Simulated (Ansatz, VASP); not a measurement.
## BaZnSbCl in VASP and in Ansatz

```
Ba Cl Zn Sb
1.0
     4.70218    0.00000    0.00000
     0.00000    4.70218    0.00000
     0.00000    0.00000   10.36020
Ba Cl Zn Sb
2 2 2 2
Direct
  0.75000 0.75000 0.35079
  0.25000 0.25000 0.64921
  0.25000 0.75000 0.50000
  0.75000 0.25000 0.50000
  0.25000 0.75000 0.00000
  0.75000 0.25000 0.00000
  0.25000 0.25000 0.16604
  0.75000 0.75000 0.83396
```

Alike in both runs: task single point; functional revPBE; k mesh 4 × 4 × 2; no spin polarisation.

```csv
,VASP,Ansatz
version,VASP 6.6.1,Ansatz 0.2.0
potentials or method,"VASP PAW PBE potentials, release 64 (Ba_sv, Cl, Zn, Sb), cutoff 520 eV",PAW plane waves
occupations,"fermi-dirac, width 0.1 eV",fermi-dirac
valence electrons in the cell,68,88
```

Ansatz gave:

- gap on the k mesh at the Fermi level (eV): none
- pressure (GPa): 5.1
- traceless stress, the component that is largest in VASP (GPa): -0.98
- rms of the force components (eV/Å): 0.952

Question: Which values does VASP return?

Answer: gap on the k mesh at the Fermi level (eV): none; pressure (GPa): 5.8; traceless stress, the component that is largest in VASP (GPa): -1.03; rms of the force components (eV/Å): 1.017.

VASP's potentials were made for PBE, not for revPBE. Atom by atom the forces differ by 0.065 eV/Å (rms over components). A gap of «none» marks a metal or a gap that the smearing closes. VASP's potentials hold 68 valence electrons a cell and Ansatz's 88, so a difference there can come from the potentials and not from the codes.

Spin-orbit coupling is off throughout.
